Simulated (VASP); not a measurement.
**Fe2O3: single point with PBE**

Crystal: Fe2O3.

```
Fe O
1.0
     3.69291    0.00000    0.00000
     0.00000    3.69291    0.00000
     0.00000    0.00000    3.69291
Fe O
2 3
Direct
  0.50000 0.50000 0.50000
  0.00000 0.00000 0.00000
  0.50000 0.00000 0.00000
  0.00000 0.50000 0.00000
  0.00000 0.00000 0.50000
```

* Program: VASP 6.6.1
* Task: single point
* Functional: PBE
* Potentials or basis: VASP PAW PBE potentials, release 64 (Fe, O)
* Cutoff: 520 eV
* k mesh: 10 × 10 × 10
* Occupations: gaussian, width 0.1 eV
* Spin: collinear spin, ferromagnetic start
* Starting moments: [4.04, 2.35, 0.25, 0.25, 0.25] μB

```yaml
Pressure: 1.0 GPa
Net_moment: 7.17 μB per cell
Site_moments: Fe +3.67, +2.46; O +0.25 μB
Valence_electrons_inside_the_program's_atomic_spheres: Fe 6.28, 7.49; O 4.99
```

Levels at points of the mesh, in eV from the Fermi level:
Spin up:
```
           k point  band 17  band 18  band 19  band 20  band 21  band 22  band 23  band 24  band 25  band 26
(0.00, 0.00, 0.00)    -2.51    -1.97    -1.97    -1.97    -1.70    -1.70     0.85    11.70    11.70    11.71
(0.50, 0.00, 0.00)    -1.62    -1.58    -1.58    -1.09    -1.09     1.13     4.43     5.92    10.32    10.32
(0.50, 0.50, 0.00)    -1.38    -1.02    -0.73    -0.73    -0.43     3.35     4.80     8.01     8.01     8.91
(0.50, 0.50, 0.50)    -1.37    -1.25    -1.25    -1.25     2.17     3.35     3.35     9.95     9.95     9.95
```
Spin down:
```tsv
k point	band 9	band 10	band 11	band 12	band 13	band 14	band 15	band 16	band 17	band 18
(0.00, 0.00, 0.00)	-1.90	-1.56	-1.56	-1.56	-0.97	-0.97	-0.97	-0.46	-0.46	0.61
(0.50, 0.00, 0.00)	-3.98	-3.15	-1.91	-1.91	-0.80	-0.01	0.47	0.57	0.66	1.06
(0.50, 0.50, 0.00)	-3.95	-3.23	-3.23	-1.00	-0.13	0.54	0.54	0.60	0.61	1.26
(0.50, 0.50, 0.50)	-6.07	-0.57	-0.57	-0.57	0.12	0.12	0.47	0.47	0.47	1.18
```

It took 2.9 min on 1 thread of Intel(R) Xeon(R) Platinum 8259CL CPU @ 2.50GHz (Skylake/Cascade Lake), with other jobs on the host, peak memory 0.25 GiB.

Caveat: semilocal functionals often make such compounds metallic where correlation or magnetic order opens a gap, which also shifts bond lengths; only a ferromagnetic start was run, and an antiferromagnetic order may lie lower in energy. With open d or f shells a metallic result of PBE can be an artefact of self-interaction; +U or a hybrid may open a gap.
